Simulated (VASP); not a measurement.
SbMo (rocksalt type), 2 atoms in the cell. The structure is cubic, space group Fm-3m (No. 225). The conventional cell has a = 5.231 Å, b = 5.231 Å, c = 5.231 Å, α = 90.00°, β = 90.00°, γ = 90.00°. Mo (site symmetry m-3m) has 6 Sb at 2.62 Å within 3.5 Å. Within 3.5 Å of Sb (site symmetry m-3m) lie 6 Mo at 2.62 Å.  This cell differs from its parent crystal: volume scaled by 0.9.

```yaml
Program: VASP 6.6.1
Task: single point
Functional: LDA
Potentials_or_basis: VASP PAW LDA potentials, release 64 (Mo_sv, Sb)
Cutoff: 520 eV
k_mesh: 13 × 13 × 13
Occupations: fermi-dirac, width 0.1 eV
Spin: no spin polarisation
Dipole_correction: no
Further_INCAR_settings: ALGO = Normal; EDIFF = 1e-06; NBANDS = 16
```

Potentials or basis: VASP PAW LDA potentials, release 64 (Mo_sv, Sb).

Run with:

```console
$ cat potpaw_LDA.64/Mo_sv/POTCAR potpaw_LDA.64/Sb/POTCAR > POTCAR
$ mpirun -np 1 vasp_std > vasp.out
```

Hardware: 1 thread of Intel Xeon 8259CL (shared host).

How long does it take, and how much memory?

Run time: 62 s on 1 thread of Intel Xeon 8259CL, on a shared host, peak memory 0.18 GiB. Counts: scf iterations 12, k points 84.
